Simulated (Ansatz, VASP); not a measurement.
Sb: VASP beside Ansatz

```
Sb
1.0
     3.20364    0.00000    0.00000
    -1.60182    2.77443    0.00000
     0.00000    0.00000   10.86666
Sb
4
Cartesian
  1.6018 2.7744 10.8667
  1.6018 2.7744 5.4333
  0.0000 1.8496 2.7167
  1.6018 0.9248 8.1500
```

Alike in both runs: task single point; functional PBE; k mesh 14 × 14 × 4; occupations fermi-dirac, width 0.1 eV; no spin polarisation.

|  | VASP | Ansatz |
| --- | --- | --- |
| version | VASP 6.6.1 | Ansatz 0.2.0 |
| potentials or method | VASP PAW PBE potentials, release 64 (Sb), cutoff 520 eV | plane waves (420 eV) with PAW, scalar-relativistic |
| valence electrons in the cell | 20 | 60 |

```tsv
	VASP	Ansatz	Ansatz less VASP
pressure (GPa)	10.1	10.2	+0.12
traceless stress, the component that is largest in VASP (GPa)	-0.80	-0.79	+0.015
```

VASP's potentials hold 20 valence electrons a cell and Ansatz's 60, so a difference there can come from the potentials and not from the codes.

Neither program's run includes spin-orbit coupling.
